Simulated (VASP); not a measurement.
# HfN (rocksalt type) (Fm-3m) in VASP: a series of runs

Runs on HfN (rocksalt type). Level: PBE. Tasks: single point.

Everything below comes from runs of VASP 6.6.1. Logs are shortened: lines on timing, memory, paths and dates and some standing lists are left out, and cuts for length are marked.

**1. The cell of the first run**

It takes space group Fm-3m (No. 225, cubic). Conventional cell: a = 4.186 Å, b = 4.186 Å, c = 4.186 Å, α = 90.00°, β = 90.00°, γ = 90.00°. Hf (site symmetry m-3m) has 6 N at 2.09 Å within 2.8 Å. Within 2.8 Å of N (site symmetry m-3m) lie 6 Hf at 2.09 Å.

**2. Single point, PBE (volume scaled by 0.78, to set the pressure)**

INCAR

```
SYSTEM = HfN
  PREC = Accurate
  ENCUT = 520
  EDIFF = 1E-6
  ISMEAR = -1
  SIGMA = 0.05
  LREAL = .FALSE.
  LASPH = .TRUE.
  NELM = 60
  ALGO = Normal
  ISIF = 2
  LWAVE = .FALSE.
  LCHARG = .FALSE.
  GGA = PE
  NBANDS = 14
```

KPOINTS

```
Automatic mesh
0
G
  17 17 17
  0 0 0
```

POSCAR

```
HfN
1.0
    0.0000000000      2.0931673737      2.0931673737
    2.0931673737      0.0000000000      2.0931673737
    2.0931673737      2.0931673737      0.0000000000
Hf N
1 1
Direct
    0.0000000000      0.0000000000      0.0000000000
    0.5000000000      0.5000000000      0.5000000000
```

Potentials or basis: VASP PAW PBE potentials, release 64 (Hf_pv, N).

Started as:

```console
> cat potpaw_PBE.64/Hf_pv/POTCAR potpaw_PBE.64/N/POTCAR > POTCAR
> mpirun -np 1 vasp_std > vasp.out
```

OUTCAR:

```text
SYSTEM = HfN
   PREC = Accurate
   ENCUT = 520
   EDIFF = 1E-6
   ISMEAR = -1
   LREAL = .FALSE.
   LASPH = .TRUE.
   NELM = 60
   ISIF = 2
   GGA = PE

 ion  position               nearest neighbor table
   1  0.000  0.000  0.000-   2 2.09   2 2.09   2 2.09   2 2.09   2 2.09   2 2.09
   2  0.500  0.500  0.500-   1 2.09   1 2.09   1 2.09   1 2.09   1 2.09   1 2.09

  LATTYP: Found a face centered cubic cell.
 ALAT       =     4.1863347474

  Lattice vectors:

 A1 = (   0.0000000000,   2.0931673737,   2.0931673737)
 A2 = (   2.0931673737,   0.0000000000,   2.0931673737)
 A3 = (   2.0931673737,   2.0931673737,   0.0000000000)

Analysis of symmetry for initial positions (statically):
=====================================================================
 Subroutine PRICEL returns:
 Original cell was already a primitive cell.

 Routine SETGRP: Setting up the symmetry group for a
 face centered cubic supercell.

 Subroutine GETGRP returns: Found 48 space group operations
 (whereof 48 operations were pure point group operations)
 out of a pool of 48 trial point group operations.

The static configuration has the point symmetry O_h .

Analysis of symmetry for dynamics (positions and initial velocities):
=====================================================================
 Subroutine PRICEL returns:
 Original cell was already a primitive cell.

 Routine SETGRP: Setting up the symmetry group for a
 face centered cubic supercell.

 Subroutine GETGRP returns: Found 48 space group operations
 (whereof 48 operations were pure point group operations)
 out of a pool of 48 trial point group operations.

The dynamic configuration has the point symmetry O_h .

 Subroutine INISYM returns: Found 48 space group operations
 (whereof 48 operations are pure point group operations),
 and found     1 'primitive' translations

----------------------------------------------------------------------------------------

                                     Primitive cell

  volume of cell :      18.3418

  direct lattice vectors                    reciprocal lattice vectors
     0.000000000  2.093167374  2.093167374    -0.238872441  0.238872441  0.238872441
     2.093167374  0.000000000  2.093167374     0.238872441 -0.238872441  0.238872441
     2.093167374  2.093167374  0.000000000     0.238872441  0.238872441 -0.238872441

  length of vectors
     2.960185688  2.960185688  2.960185688     0.413739204  0.413739204  0.413739204

  position of ions in fractional coordinates (direct lattice)
     0.000000000  0.000000000  0.000000000
     0.500000000  0.500000000  0.500000000
[... 83 lines left out ...]
   ISIF   =      2    stress and relaxation
   ISYM   =      2    0-nonsym 1-usesym 2-fastsym
   POTIM  = 0.5000    time-step for ionic-motion
   TEBEG  =    0.0;   TEEND  =   0.0 temperature during run
   PSTRESS=    0.0 pullay stress
   NELECT =      15.0000    total number of electrons
   NUPDOWN=      -1.0000    fix difference up-down
   EMIN   =  10.00;   EMAX   =-10.00  energy-range for DOS
   EFERMI =   0.00;   METHOD = LEGACY
   ISMEAR =    -1;   SIGMA  =   0.05  broadening in eV -4-tet -1-fermi 0-gaus
   EFERMI_NEDOS =   21; number of points for ismear=-14 and -15
   IALGO  =     38    algorithm
   IMIX   =      4    mixing-type and parameters
     AMIX     =   0.40;   BMIX     =  1.00
     AMIX_MAG =   1.60;   BMIX_MAG =  1.00
  volume/ion in A,a.u.               =       9.17        61.89
  Fermi-wavevector in a.u.,A,eV,Ry     =   1.530939  2.893056 31.888995  2.343775
  Thomas-Fermi vector in A             =   2.638353
   LORBIT       =      0    0 simple, 1 ext, 2 COOP (PROOUT), +10 PAW based schemes
   GGA     = PE    functional components
   LHFCALC =     F    Hartree Fock is set to
   AEXX    =    0.0000 exact exchange contribution
   IVDW    =     0    specifies the selected vdW correction
   LEPSILON=     F    determine dielectric tensor
   LRPA    =     F    only Hartree local field effects (RPA)
 non-spin polarized calculation
  energy-cutoff  :      520.00
  volume of cell :       18.34
 maximum number of plane-waves:       531
 NGX is ok and might be reduce to    24
   NGX = 11   NGY = 11   NGZ = 11

 number of electron      15.0000002 magnetization

 Free energy of the ion-electron system (eV)
  ---------------------------------------------------
  ext. energy  EPLUGINS =         0.00000000
  ---------------------------------------------------
  free energy    TOTEN  =       -20.39222432 eV

  energy without entropy =      -20.38781400  energy(sigma->0) =      -20.39001916

 E-fermi :  10.5675     XC(G=0): -13.9793

 val. band max:       10.5587255374   @ k =  -0.1765   0.1765   0.0588
 cond. band min:      10.5750560476   @ k =  -0.3529   0.3529   0.0588
 fundamental gap:      0.0163305102
 Fermi energy:        10.5674562257

 k-point     1 :       0.0000    0.0000    0.0000
  band No.  band energies     occupation
      1     -19.6620      2.00000
      2     -19.6620      2.00000
      3     -19.6620      2.00000
      4      -8.2780      2.00000
      5       7.3024      2.00000
      6       7.3024      2.00000
      7       7.3024      2.00000
      8      10.0197      1.99997
      9      10.0197      1.99997
     10      10.0197      1.99997
     11      13.1062      0.00000
     12      13.1062      0.00000
     13      14.8607      0.00000
     14      20.6923      0.00000
[... 377 lines left out ...]
      1     -20.1414      2.00000
      2     -19.7540      2.00000
      3     -19.6696      2.00000
      4      -7.4758      2.00000
      5       5.2523      2.00000
      6       5.7114      2.00000
      7       6.3360      2.00000
      8      10.4859      1.67276
      9      10.5516      1.15745
     10      11.4781      0.00000
     11      14.2074      0.00000
     12      15.6605      0.00000
     13      16.3634      0.00000
     14      22.7930      0.00000

 [... further k-points ...]
[... 5 lines left out ...]
  --------------------------------------------------------------------------------------
  -------------------------------------------------------------------------------------
  Total       12.4356733     12.4356733     12.4356733      0.0000000      0.0000000      0.0000000
  in kB     1086.2705879   1086.2705879   1086.2705879      0.0000000      0.0000000      0.0000000
  external PRESSURE =    1086.2705879 kB  Pullay stress =       0.0000000 kB

 VOLUME and BASIS-vectors are now :
 -----------------------------------------------------------------------------
  energy-cutoff  :      520.00
  volume of cell :       18.34
      direct lattice vectors                 reciprocal lattice vectors
     0.000000000  2.093167374  2.093167374    -0.238872441  0.238872441  0.238872441
     2.093167374  0.000000000  2.093167374     0.238872441 -0.238872441  0.238872441
     2.093167374  2.093167374  0.000000000     0.238872441  0.238872441 -0.238872441

 POSITION                                       TOTAL-FORCE (eV/Angst)
 -----------------------------------------------------------------------------------
      0.00000      0.00000      0.00000         0.000000      0.000000     -0.000000
      2.09317      2.09317      2.09317         0.000000     -0.000000      0.000000
 -----------------------------------------------------------------------------------
    total drift:                                0.000000     -0.000000     -0.000000

  FREE ENERGIE OF THE ION-ELECTRON SYSTEM (eV)
  ---------------------------------------------------
  free  energy   TOTEN  =       -20.3922243235 eV

  energy  without entropy=      -20.3878140033  energy(sigma->0) =      -20.39001916
```

OSZICAR:

```text
N       E                     dE             d eps       ncg     rms          rms(c)
DAV:   1     0.415694251466E+02    0.41569E+02   -0.79428E+03  4636   0.104E+03
DAV:   2    -0.218280988488E+02   -0.63398E+02   -0.59461E+02  5844   0.250E+02
DAV:   3    -0.235010116852E+02   -0.16729E+01   -0.16662E+01  5396   0.337E+01
DAV:   4    -0.235048843125E+02   -0.38726E-02   -0.38721E-02  5718   0.189E+00
DAV:   5    -0.235048992780E+02   -0.14966E-04   -0.14966E-04  5294   0.984E-02    0.783E+01
DAV:   6    -0.203747705213E+02    0.31301E+01   -0.74750E+00  5832   0.240E+01    0.612E+01
DAV:   7    -0.204037520315E+02   -0.28982E-01   -0.81501E-01  5820   0.610E+00    0.291E+01
DAV:   8    -0.203956074887E+02    0.81445E-02   -0.36377E-02  5868   0.148E+00    0.358E+00
DAV:   9    -0.203931135467E+02    0.24939E-02   -0.19792E-02  5514   0.104E+00    0.184E+00
DAV:  10    -0.203922428884E+02    0.87066E-03   -0.31832E-03  5418   0.483E-01    0.686E-02
DAV:  11    -0.203922267186E+02    0.16170E-04   -0.10711E-04  5160   0.986E-02    0.794E-02
DAV:  12    -0.203922245562E+02    0.21624E-05   -0.66316E-06  5838   0.223E-02    0.106E-02
DAV:  13    -0.203922243235E+02    0.23265E-06   -0.86558E-07  2804   0.838E-03
   1 F= -.20392224E+02 E0= -.20390019E+02  d E =-.441032E-02
```

It took 18 s on 1 thread of Intel Xeon 6975P-C (Granite Rapids), shared host; peak memory 0.17 GiB.

Results:

| Item | Value |
| --- | --- |
| Free energy | -20.3922 eV |
| Pressure | 108.6 GPa |

Levels at points of the mesh, in eV from the Fermi level:
```csv
k point,band 4,band 5,band 6,band 7,band 8,band 9,band 10,band 11,band 12,band 13
"(0.00, 0.00, 0.00)",-18.85,-3.27,-3.27,-3.27,-0.55,-0.55,-0.55,2.54,2.54,4.29
```

Caveat: the cell differs from its parent crystal (volume scaled by 0.78, to set the pressure); spin-orbit coupling is left out, which moves the levels of the heavy elements.

**3. Single point, PBE**

INCAR

```
  ALGO = Normal
  EDIFF = 1E-6
  ENCUT = 520
  GGA = PE
  ISIF = 2
  ISMEAR = -1
  LASPH = T
  LCHARG = F
  LREAL = F
  LWAVE = F
  NBANDS = 14
  NELM = 80
  PREC = Accurate
  SIGMA = 0.05
```

KPOINTS

```
k-points
0
Gamma
  17 17 17
```

POSCAR

```
HfN
1.0
    0.0000000000      2.0937812236      2.0937812236
    2.0937812236      0.0000000000      2.0937812236
    2.0937812236      2.0937812236      0.0000000000
Hf N
1 1
Direct
    0.0000000000      0.0000000000      0.0000000000
    0.5000000000      0.5000000000      0.5000000000
```

Potentials or basis: VASP PAW PBE potentials, release 64 (Hf_pv, N).

Started as:

```console
> cat potpaw_PBE.64/Hf_pv/POTCAR potpaw_PBE.64/N/POTCAR > POTCAR
> mpirun -np 1 vasp_std > vasp.out
```

OUTCAR:

```text
EDIFF = 1E-6
   ENCUT = 520
   GGA = PE
   ISIF = 2
   ISMEAR = -1
   LASPH = T
   LREAL = F
   NELM = 80
   PREC = Accurate

 ion  position               nearest neighbor table
   1  0.000  0.000  0.000-   2 2.09   2 2.09   2 2.09   2 2.09   2 2.09   2 2.09
   2  0.500  0.500  0.500-   1 2.09   1 2.09   1 2.09   1 2.09   1 2.09   1 2.09

  LATTYP: Found a face centered cubic cell.
 ALAT       =     4.1875624472

  Lattice vectors:

[... 584 lines left out ...]
      7       6.3288      2.00000
      8      10.4773      1.67213
      9      10.5432      1.15415
     10      11.4686      0.00000
     11      14.1941      0.00000
     12      15.6462      0.00000
     13      16.3442      0.00000
     14      22.7797      0.00000

 [... further k-points ...]
[... 5 lines left out ...]
  --------------------------------------------------------------------------------------
  -------------------------------------------------------------------------------------
  Total       12.3775655     12.3775655     12.3775655     -0.0000000      0.0000000      0.0000000
  in kB     1080.2441335   1080.2441335   1080.2441335     -0.0000000      0.0000000      0.0000000
  external PRESSURE =    1080.2441335 kB  Pullay stress =       0.0000000 kB

 VOLUME and BASIS-vectors are now :
 -----------------------------------------------------------------------------
  energy-cutoff  :      520.00
  volume of cell :       18.36
      direct lattice vectors                 reciprocal lattice vectors
     0.000000000  2.093781224  2.093781224    -0.238802409  0.238802409  0.238802409
     2.093781224  0.000000000  2.093781224     0.238802409 -0.238802409  0.238802409
     2.093781224  2.093781224  0.000000000     0.238802409  0.238802409 -0.238802409

 POSITION                                       TOTAL-FORCE (eV/Angst)
 -----------------------------------------------------------------------------------
      0.00000      0.00000      0.00000        -0.000000     -0.000000     -0.000000
      2.09378      2.09378      2.09378         0.000000      0.000000      0.000000
 -----------------------------------------------------------------------------------
    total drift:                                0.000000     -0.000000     -0.000000

  FREE ENERGIE OF THE ION-ELECTRON SYSTEM (eV)
  ---------------------------------------------------
  free  energy   TOTEN  =       -20.4031451925 eV

  energy  without entropy=      -20.3987300892  energy(sigma->0) =      -20.40093764
```

OSZICAR:

```text
N       E                     dE             d eps       ncg     rms          rms(c)
DAV:   1     0.420347364074E+02    0.42035E+02   -0.79292E+03  4644   0.104E+03
DAV:   2    -0.217844380017E+02   -0.63819E+02   -0.59749E+02  5798   0.251E+02
DAV:   3    -0.235104891906E+02   -0.17261E+01   -0.17192E+01  5462   0.341E+01
DAV:   4    -0.235147776915E+02   -0.42885E-02   -0.42882E-02  5550   0.193E+00
DAV:   5    -0.235147933675E+02   -0.15676E-04   -0.15675E-04  5428   0.101E-01    0.781E+01
DAV:   6    -0.203877557474E+02    0.31270E+01   -0.74753E+00  5814   0.240E+01    0.611E+01
DAV:   7    -0.204146359122E+02   -0.26880E-01   -0.79608E-01  5826   0.608E+00    0.291E+01
DAV:   8    -0.204064179237E+02    0.82180E-02   -0.35445E-02  5862   0.147E+00    0.358E+00
DAV:   9    -0.204039961729E+02    0.24218E-02   -0.19014E-02  5448   0.102E+00    0.184E+00
DAV:  10    -0.204031644705E+02    0.83170E-03   -0.30742E-03  5400   0.476E-01    0.840E-02
DAV:  11    -0.204031475320E+02    0.16938E-04   -0.10661E-04  5196   0.987E-02    0.798E-02
DAV:  12    -0.204031454857E+02    0.20463E-05   -0.63201E-06  5856   0.219E-02    0.131E-02
DAV:  13    -0.204031451925E+02    0.29314E-06   -0.95288E-07  2870   0.871E-03
   1 F= -.20403145E+02 E0= -.20400938E+02  d E =-.441510E-02
```

Run time: 18 s. Hardware: 1 thread of Intel Xeon 6975P-C (Granite Rapids), shared host; peak memory 0.18 GiB.

Results:

```yaml
Free_energy: -20.4031 eV
Pressure: 108.0 GPa
```

Caveat: spin-orbit coupling is left out, which moves the levels of the heavy elements.
